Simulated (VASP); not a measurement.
Set up this calculation in VASP 6.6.1, as the native input.

- Task: relaxation of cell and atoms
- Functional: r2SCAN
- Potentials or basis: VASP PAW PBE potentials, release 64 (Ta_pv, N)
- Cutoff: 600 eV
- k mesh: 12 × 12 × 11
- Occupations: fermi-dirac, width 0.1 eV
- Spin: no spin polarisation
- Dipole correction: no
- Further INCAR settings: ALGO = Normal; EDIFF = 1e-06; IBRION = 2; EDIFFG = -0.01; NSW = 80; ISIF = 3

Crystal: TaN.

```
CELL_PARAMETERS angstrom
2.93800 0.00000 0.00000
-1.46900 2.54438 0.00000
0.00000 0.00000 2.88300
ATOMIC_POSITIONS crystal
Ta 0.33333 0.66667 0.50000
N 0.00000 0.00000 0.00000
```

The input as run:

POSCAR

```
TaN
1.0
    2.9380000000      0.0000000000      0.0000000000
   -1.4690000000      2.5443826400      0.0000000000
    0.0000000000      0.0000000000      2.8830000000
Ta N
1 1
Direct
    0.3333333300      0.6666666700      0.5000000000
    0.0000000000      0.0000000000      0.0000000000
```

INCAR.step1

```
SYSTEM = TaN
ALGO     = Normal         ! electronic algorithm
EDIFF    = 1E-4           ! SCF threshold, eV
ENCUT    = 600            ! plane-wave cutoff, eV
GGA      = PE             ! functional
ISMEAR   = -1             ! smearing method
LASPH    = .True.         ! aspherical terms in the spheres
LCHARG   = .False.        ! write CHGCAR
LREAL    = .False.        ! projectors in reciprocal space
LWAVE    = .True.         ! write WAVECAR
NELM     = 60             ! most SCF steps
PREC     = Accurate       ! precision mode
SIGMA    = 0.1            ! smearing width, eV
```

INCAR.step2

```
SYSTEM = TaN
ALGO     = Normal         ! electronic algorithm
EDIFF    = 1E-6           ! SCF threshold, eV
EDIFFG   = -0.01          ! ionic threshold
ENCUT    = 600            ! plane-wave cutoff, eV
IBRION   = 2              ! ionic algorithm
ISIF     = 3              ! what is computed and relaxed
ISMEAR   = -1             ! smearing method
ISTART   = 1            
LASPH    = .True.         ! aspherical terms in the spheres
LCHARG   = .False.        ! write CHGCAR
LMIXTAU  = .True.       
LREAL    = .False.        ! projectors in reciprocal space
LWAVE    = .False.        ! write WAVECAR
METAGGA  = R2SCAN         ! meta-GGA
NELM     = 60             ! most SCF steps
NSW      = 80             ! ionic steps
PREC     = Accurate       ! precision mode
SIGMA    = 0.1            ! smearing width, eV
```

KPOINTS

```
k-points
0
Gamma
  12 12 11
  0 0 0
```

Potentials or basis: VASP PAW PBE potentials, release 64 (Ta_pv, N).

Run with:

```sh
$ cat potpaw_PBE.64/Ta_pv/POTCAR potpaw_PBE.64/N/POTCAR > POTCAR
$ cp INCAR.step1 INCAR
$ mpirun -np 1 vasp_std > vasp.out
$ cp INCAR.step2 INCAR
$ mpirun -np 1 vasp_std > vasp.out
```

It gave:

```
Relaxed volume                        : 10.82 Å³/atom
Relaxed cell                          : a = 2.941 Å, b = 2.941 Å, c = 2.889 Å, α = 90.00°, β = 90.00°, γ = 120.00°
Space group after relaxing (to 0.1 Å) : P-6m2 (No. 187)
Energy gained by relaxing             : 0.2 meV/atom
Ionic steps                           : 3
Pressure after relaxing               : 0.0 GPa
Band gap on the k mesh                : zero (bands 8 and 9 overlap by 0.21 eV)
```

Caveat: the PAW data sets were made with another functional, which shifts forces and pressure a little; spin-orbit coupling is left out, which moves the levels of the heavy elements.

Wall time 85 s on 1 thread of Intel(R) Xeon(R) 6975P-C (Granite Rapids), with other jobs on the host, peak memory 0.18 GiB.
